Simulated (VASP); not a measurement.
A run of VASP 6.6.1:

INCAR

```
PREC = Accurate
ENCUT = 520
EDIFF = 1E-6
ISMEAR = 0
SIGMA = 0.1
LREAL = False
LASPH = True
NELM = 150
ALGO = Normal
ISIF = 2
LWAVE = False
LCHARG = True
ISPIN = 2
MAGMOM = 1 1 1 0
LORBIT = 11
LMAXMIX = 4
GGA = PE
LELF = True
LVHAR = True
NBANDS = 30
```

Contents of KPOINTS:

```
regular mesh
0
Gamma
  6 6 6
```

POSCAR

```
Zr3H
1.0
    5.6627105025      0.0000000000      0.0000000000
   -2.8313552512      4.9040511494      0.0000000000
    0.0000000000      0.0000000000      2.9674062605
Zr H
3 1
Direct
    0.5000000000      0.0000000000      0.5000000000
    0.0000000000      0.5000000000      0.5000000000
    0.5000000000      0.5000000000      0.5000000000
    0.0000000000      0.0000000000      0.5000000000
```

Potentials or basis: VASP PAW PBE potentials, release 64 (Zr_sv, H).

Run with:

```console
$ cat potpaw_PBE.64/Zr_sv/POTCAR potpaw_PBE.64/H/POTCAR > POTCAR
$ mpirun -np 1 vasp_std > vasp.out
```

Hardware: 1 thread of Intel Xeon 6975P-C, on a shared host.

Task: Estimate the wall time of this run.

Result: Run time: 2.1 min on 1 thread of Intel Xeon 6975P-C, on a shared host, peak memory 0.28 GiB. Counts: scf iterations 14, k points 28.
